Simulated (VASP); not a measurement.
# RbBr (Pm-3m) in VASP: further runs

The runs below take RbBr through single point, with PBEsol.

Program: VASP 6.6.1. These are calculated values, not measurements. Logs are shortened: lines on timing, memory, paths and dates and some standing lists are left out, and cuts for length are marked.

### 1 The cell of the first run

It takes space group Pm-3m (No. 221, cubic). The conventional cell has a = 3.984 Å, b = 3.984 Å, c = 3.984 Å, α = 90.00°, β = 90.00°, γ = 90.00°. Within 4.5 Å of Rb (site symmetry m-3m) lie 8 Br at 3.45 Å and 6 Rb at 3.98 Å. Br (site symmetry m-3m) has 8 Rb at 3.45 Å and 6 Br at 3.98 Å within 4.5 Å.

### 2 Single point, PBEsol

Contents of INCAR:

```
SYSTEM = RbBr
PREC     = Accurate       ! precision mode
ENCUT    = 520            ! plane-wave cutoff, eV
EDIFF    = 1E-6           ! SCF threshold, eV
ISMEAR   = 0              ! smearing method
SIGMA    = 0.1            ! smearing width, eV
LREAL    = .False.        ! projectors in reciprocal space
LASPH    = .True.         ! aspherical terms in the spheres
NELM     = 100            ! most SCF steps
ALGO     = Normal         ! electronic algorithm
ISIF     = 2              ! what is computed and relaxed
LWAVE    = .False.        ! write WAVECAR
LCHARG   = .False.        ! write CHGCAR
GGA      = PS             ! functional
NBANDS   = 15             ! bands
```

Contents of KPOINTS:

```
regular mesh
0
Gamma
  6 6 6
  0 0 0
```

Contents of POSCAR:

```
RbBr
1.0
    3.9836864400      0.0000000000      0.0000000000
    0.0000000000      3.9836864400      0.0000000000
    0.0000000000      0.0000000000      3.9836864400
Rb Br
1 1
Direct
    0.0000000000      0.0000000000      0.0000000000
    0.5000000000      0.5000000000      0.5000000000
```

Potentials or basis: VASP PAW PBE potentials, release 64 (Rb_sv, Br).

The run is started by

```
> cat potpaw_PBE.64/Rb_sv/POTCAR potpaw_PBE.64/Br/POTCAR > POTCAR
> mpirun -np 1 vasp_std > vasp.out
```

OUTCAR:

```text
SYSTEM = RbBr
   PREC = Accurate
   ENCUT = 520
   EDIFF = 1E-6
   ISMEAR = 0
   LREAL = .False.
   LASPH = .True.
   NELM = 100
   ISIF = 2
   GGA = PS

 ion  position               nearest neighbor table
   1  0.000  0.000  0.000-   2 3.45   2 3.45   2 3.45   2 3.45   2 3.45   2 3.45   2 3.45   2 3.45

   2  0.500  0.500  0.500-   1 3.45   1 3.45   1 3.45   1 3.45   1 3.45   1 3.45   1 3.45   1 3.45

  LATTYP: Found a simple cubic cell.
 ALAT       =     3.9836864400

  Lattice vectors:

 A1 = (   3.9836864400,   0.0000000000,   0.0000000000)
 A2 = (   0.0000000000,   3.9836864400,   0.0000000000)
 A3 = (   0.0000000000,   0.0000000000,   3.9836864400)

Analysis of symmetry for initial positions (statically):
=====================================================================
 Subroutine PRICEL returns:
 Original cell was already a primitive cell.

 Routine SETGRP: Setting up the symmetry group for a
 simple cubic supercell.

 Subroutine GETGRP returns: Found 48 space group operations
 (whereof 48 operations were pure point group operations)
 out of a pool of 48 trial point group operations.

The static configuration has the point symmetry O_h .

Analysis of symmetry for dynamics (positions and initial velocities):
=====================================================================
 Subroutine PRICEL returns:
 Original cell was already a primitive cell.

 Routine SETGRP: Setting up the symmetry group for a
 simple cubic supercell.

 Subroutine GETGRP returns: Found 48 space group operations
 (whereof 48 operations were pure point group operations)
 out of a pool of 48 trial point group operations.

The dynamic configuration has the point symmetry O_h .

 Subroutine INISYM returns: Found 48 space group operations
 (whereof 48 operations are pure point group operations),
 and found     1 'primitive' translations

----------------------------------------------------------------------------------------

                                     Primitive cell

  volume of cell :      63.2201

  direct lattice vectors                    reciprocal lattice vectors
     3.983686440  0.000000000  0.000000000     0.251023773  0.000000000  0.000000000
     0.000000000  3.983686440  0.000000000     0.000000000  0.251023773  0.000000000
     0.000000000  0.000000000  3.983686440     0.000000000  0.000000000  0.251023773

  length of vectors
     3.983686440  3.983686440  3.983686440     0.251023773  0.251023773  0.251023773

  position of ions in fractional coordinates (direct lattice)
     0.000000000  0.000000000  0.000000000
     0.500000000  0.500000000  0.500000000

  ion indices of the primitive-cell ions
   primitive index   ion index
                 1           1
                 2           2

----------------------------------------------------------------------------------------

 KPOINTS: regular mesh

Automatic generation of k-mesh.
 Grid dimensions read from file:
 generate k-points for:    6    6    6

 Generating k-lattice:

  Cartesian coordinates                     Fractional coordinates (reciprocal lattice)
     0.041837295  0.000000000  0.000000000     0.166666667  0.000000000  0.000000000
     0.000000000  0.041837295  0.000000000     0.000000000  0.166666667  0.000000000
     0.000000000  0.000000000  0.041837295     0.000000000  0.000000000  0.166666667

  Length of vectors
     0.041837295  0.041837295  0.041837295

  Shift w.r.t. Gamma in fractional coordinates (k-lattice)
     0.000000000  0.000000000  0.000000000

 Subroutine IBZKPT returns following result:
 ===========================================

 Found     20 irreducible k-points:

 Following reciprocal coordinates:
            Coordinates               Weight
  0.000000  0.000000  0.000000      1.000000
  0.166667  0.000000  0.000000      6.000000
  0.333333  0.000000  0.000000      6.000000
  0.500000  0.000000  0.000000      3.000000
  0.166667  0.166667  0.000000     12.000000
  0.333333  0.166667  0.000000     24.000000
[... 12 lines left out ...]
  0.500000  0.500000  0.333333      6.000000
  0.500000  0.500000  0.500000      1.000000
   k-points           NKPTS =     20   k-points in BZ     NKDIM =     20   number of bands    NBANDS=     15
   number of dos      NEDOS =    301   number of ions     NIONS =      2
   total plane-waves  NPLWV =  27000
   dimension x,y,z NGX =    30 NGY =   30 NGZ =   30
   dimension x,y,z NGXF=    60 NGYF=   60 NGZF=   60
   ions per type =               1   1
   NGX,Y,Z   is equivalent  to a cutoff of  12.52, 12.52, 12.52 a.u.
   NGXF,Y,Z  is equivalent  to a cutoff of  25.04, 25.04, 25.04 a.u.
 SYSTEM =  RbBr
   PREC   = accura    normal or accurate (medium, high low for compatibility)
   ISTART =      0    job   : 0-new  1-cont  2-samecut
   ICHARG =      2    charge: 1-file 2-atom 10-const
   ISPIN  =      1    spin polarized calculation?
   LNONCOLLINEAR =      F non collinear calculations
   LSORBIT =      F    spin-orbit coupling
   LASPH  =      T    aspherical Exc in radial PAW
   ENCUT  =  520.0 eV  38.22 Ry    6.18 a.u.   7.41  7.41  7.41*2*pi/ulx,y,z
   NELM   =    100;   NELMIN=  2; NELMDL= -5     # of ELM steps
   EDIFF  = 0.1E-05   stopping-criterion for ELM
   LREAL  =      F    real-space projection
   EDIFFG = 0.1E-04   stopping-criterion for IOM
   NSW    =      0    number of steps for IOM
   IBRION =     -1    ionic relax: 0-MD 1-quasi-New 2-CG
   NFREE  =      0    steps in history (QN), initial steepest desc. (CG)
   ISIF   =      2    stress and relaxation
   ISYM   =      2    0-nonsym 1-usesym 2-fastsym
   POTIM  = 0.5000    time-step for ionic-motion
   TEBEG  =    0.0;   TEEND  =   0.0 temperature during run
   PSTRESS=    0.0 pullay stress
   NELECT =      16.0000    total number of electrons
   NUPDOWN=      -1.0000    fix difference up-down
   EMIN   =  10.00;   EMAX   =-10.00  energy-range for DOS
   EFERMI =   0.00;   METHOD = LEGACY
   ISMEAR =     0;   SIGMA  =   0.10  broadening in eV -4-tet -1-fermi 0-gaus
   EFERMI_NEDOS =   21; number of points for ismear=-14 and -15
   IALGO  =     38    algorithm
   IMIX   =      4    mixing-type and parameters
     AMIX     =   0.40;   BMIX     =  1.00
     AMIX_MAG =   1.60;   BMIX_MAG =  1.00
  volume/ion in A,a.u.               =      31.61       213.32
  Fermi-wavevector in a.u.,A,eV,Ry     =   1.035531  1.956869 14.589854  1.072324
  Thomas-Fermi vector in A             =   2.169878
   LORBIT       =      0    0 simple, 1 ext, 2 COOP (PROOUT), +10 PAW based schemes
   GGA     = PS    functional components
   LHFCALC =     F    Hartree Fock is set to
   AEXX    =    0.0000 exact exchange contribution
   IVDW    =     0    specifies the selected vdW correction
   LEPSILON=     F    determine dielectric tensor
   LRPA    =     F    only Hartree local field effects (RPA)
 non-spin polarized calculation
 Gauss-broadening in eV      SIGMA  =   0.10
  energy-cutoff  :      520.00
  volume of cell :       63.22
 maximum number of plane-waves:      1743
 NGX is ok and might be reduce to    30
   NGX = 15   NGY = 15   NGZ = 15

 number of electron      15.9999998 magnetization

 Free energy of the ion-electron system (eV)
  ---------------------------------------------------
  ext. energy  EPLUGINS =         0.00000000
  ---------------------------------------------------
  free energy    TOTEN  =        -6.28222211 eV

  energy without entropy =       -6.28222211  energy(sigma->0) =       -6.28222211

 E-fermi :   0.2012     XC(G=0):  -8.5900

 val. band max:       -0.2292614533   @ k =   0.5000   0.5000   0.0000
 cond. band min:       4.0479443480   @ k =   0.0000   0.0000   0.0000
 fundamental gap:      4.2772058013
 Fermi energy:         0.2012421416

 k-point     1 :       0.0000    0.0000    0.0000
  band No.  band energies     occupation
      1     -25.1272      2.00000
      2     -13.0597      2.00000
      3      -9.1004      2.00000
      4      -9.1004      2.00000
      5      -9.1004      2.00000
      6      -0.3855      2.00000
      7      -0.3855      2.00000
      8      -0.3855      2.00000
      9       4.0479      0.00000
     10       5.0699      0.00000
     11       5.0699      0.00000
     12       9.9459      0.00000
     13       9.9459      0.00000
     14       9.9459      0.00000
     15      12.7889      0.00000

 k-point     2 :       0.1667    0.0000    0.0000
  band No.  band energies     occupation
      1     -25.1188      2.00000
      2     -13.0623      2.00000
      3      -9.1453      2.00000
      4      -9.0822      2.00000
      5      -9.0822      2.00000
      6      -1.0033      2.00000
      7      -0.4184      2.00000
      8      -0.4184      2.00000
      9       4.7780      0.00000
     10       5.2998      0.00000
     11       5.8053      0.00000
     12       9.8035      0.00000
     13       9.8035      0.00000
     14      10.1211      0.00000
     15      11.3295      0.00000

 k-point     3 :       0.3333    0.0000    0.0000
  band No.  band energies     occupation
      1     -25.1020      2.00000
      2     -13.0717      2.00000
      3      -9.2181      2.00000
      4      -9.0452      2.00000
      5      -9.0452      2.00000
      6      -1.9171      2.00000
      7      -0.4874      2.00000
      8      -0.4874      2.00000
      9       5.9457      0.00000
     10       6.1950      0.00000
     11       7.3189      0.00000
     12       9.3940      0.00000
     13       9.7631      0.00000
     14       9.7631      0.00000
     15      10.5631      0.00000

 k-point     4 :       0.5000    0.0000    0.0000
  band No.  band energies     occupation
      1     -25.0935      2.00000
      2     -13.0784      2.00000
      3      -9.2461      2.00000
      4      -9.0264      2.00000
      5      -9.0264      2.00000
      6      -2.2924      2.00000
      7      -0.5234      2.00000
      8      -0.5234      2.00000
      9       6.5470      0.00000
     10       7.2147      0.00000
     11       7.8905      0.00000
     12       8.3359      0.00000
     13       9.9648      0.00000
     14       9.9648      0.00000
     15      10.8810      0.00000
[... 235 lines left out ...]
 k-point    18 :       0.5000    0.3333    0.3333
  band No.  band energies     occupation
      1     -25.0494      2.00000
      2     -12.7458      2.00000
      3      -9.4462      2.00000
      4      -9.3551      2.00000
      5      -9.3160      2.00000
      6      -1.7265      2.00000
      7      -1.5959      2.00000
      8      -1.3334      2.00000
      9       6.8715      0.00000
     10       7.6021      0.00000
     11       7.6516      0.00000
     12       9.2728      0.00000
     13       9.3407      0.00000
     14       9.7725      0.00000
     15      12.4639      0.00000

 k-point    19 :       0.5000    0.5000    0.3333
  band No.  band energies     occupation
      1     -25.0422      2.00000
      2     -12.6980      2.00000
      3      -9.4432      2.00000
      4      -9.4432      2.00000
      5      -9.3053      2.00000
      6      -1.7663      2.00000
      7      -1.7663      2.00000
      8      -1.5458      2.00000
      9       7.0905      0.00000
     10       7.9798      0.00000
     11       7.9798      0.00000
     12       8.6532      0.00000
     13      10.1185      0.00000
     14      10.1185      0.00000
     15      12.4884      0.00000

 k-point    20 :       0.5000    0.5000    0.5000
  band No.  band energies     occupation
      1     -25.0351      2.00000
      2     -12.6597      2.00000
      3      -9.4079      2.00000
      4      -9.4079      2.00000
      5      -9.4079      2.00000
      6      -1.8815      2.00000
      7      -1.8815      2.00000
      8      -1.8815      2.00000
      9       8.2359      0.00000
     10       8.2359      0.00000
     11       8.2359      0.00000
     12       9.5945      0.00000
     13       9.5945      0.00000
     14       9.5945      0.00000
     15      12.5461      0.00000

------------------------ aborting loop because EDIFF is reached ----------------------------------------

  FORCE on cell =-STRESS in cart. coord.  units (eV):
  Direction    XX          YY          ZZ          XY          YZ          ZX
  --------------------------------------------------------------------------------------
  -------------------------------------------------------------------------------------
  Total        0.5517279      0.5517279      0.5517279      0.0000000     -0.0000000     -0.0000000
  in kB       13.9823477     13.9823477     13.9823477      0.0000000     -0.0000000     -0.0000000
  external PRESSURE =      13.9823477 kB  Pullay stress =       0.0000000 kB

 VOLUME and BASIS-vectors are now :
 -----------------------------------------------------------------------------
  energy-cutoff  :      520.00
  volume of cell :       63.22
      direct lattice vectors                 reciprocal lattice vectors
     3.983686440  0.000000000  0.000000000     0.251023773  0.000000000  0.000000000
     0.000000000  3.983686440  0.000000000     0.000000000  0.251023773  0.000000000
     0.000000000  0.000000000  3.983686440     0.000000000  0.000000000  0.251023773

 POSITION                                       TOTAL-FORCE (eV/Angst)
 -----------------------------------------------------------------------------------
      0.00000      0.00000      0.00000         0.000000      0.000000      0.000000
      1.99184      1.99184      1.99184         0.000000      0.000000      0.000000
 -----------------------------------------------------------------------------------
    total drift:                                0.000000      0.000000     -0.000000

  FREE ENERGIE OF THE ION-ELECTRON SYSTEM (eV)
  ---------------------------------------------------
  free  energy   TOTEN  =        -6.2822221109 eV

  energy  without entropy=       -6.2822221109  energy(sigma->0) =       -6.28222211
```

Run time: 18 s. Hardware: 1 thread of Intel Xeon 8259CL, shared host; peak memory 0.17 GiB.

What came out:

- Free energy: -6.2822 eV
- Pressure: 1.4 GPa
- Band gap on the k mesh: 4.28 eV, indirect (least direct gap 4.43 eV)

Caveat: the PAW data sets were made with another functional, which shifts forces and pressure a little. A k mesh can miss the band edges.

### 3 Single point, PBEsol

This run uses another cell than the first one, of 32.49 Å³/atom, 1.028 times its volume.

Contents of INCAR:

```
PREC = Accurate
ENCUT = 520
EDIFF = 1E-6
ISMEAR = 0
SIGMA = 0.1
LREAL = False
LASPH = True
NELM = 100
ALGO = Normal
ISIF = 2
LWAVE = False
LCHARG = False
GGA = PS
NBANDS = 15
```

Contents of KPOINTS:

```
regular mesh
0
Gamma
  6 6 6
```

Contents of POSCAR:

```
RbBr
1.0
    4.0202360637      0.0000000000      0.0000000000
    0.0000000000      4.0202360637      0.0000000000
    0.0000000000      0.0000000000      4.0202360637
Rb Br
1 1
Direct
    0.0000000000      0.0000000000      0.0000000000
    0.5000000000      0.5000000000      0.5000000000
```

Potentials or basis: VASP PAW PBE potentials, release 64 (Rb_sv, Br).

The run is started by

```
> cat potpaw_PBE.64/Rb_sv/POTCAR potpaw_PBE.64/Br/POTCAR > POTCAR
> mpirun -np 1 vasp_std > vasp.out
```

Run time: 20 s. Hardware: 1 thread of Intel Xeon 8259CL, shared host; peak memory 0.17 GiB.

Results (log left out):

```
Free energy            : -6.2943 eV
Pressure               : 0.8 GPa
Band gap on the k mesh : 4.17 eV, indirect (least direct gap 4.33 eV)
```

Levels at points of the mesh, in eV from the valence-band top:
```csv
k point,band 6,band 7,band 8,band 9,band 10,band 11
"(0.00, 0.00, 0.00)",-0.16,-0.16,-0.16,4.17,5.35,5.35
"(0.50, 0.00, 0.00)",-1.98,-0.28,-0.28,6.78,7.30,7.96
"(0.50, 0.50, 0.00)",-1.16,-1.16,0.00,5.19,6.15,7.93
"(0.50, 0.50, 0.50)",-1.57,-1.57,-1.57,8.36,8.36,8.36
```

Caveat: the PAW data sets were made with another functional, which shifts forces and pressure a little. A k mesh can miss the band edges.

(Part 1 of 2 ends here.)
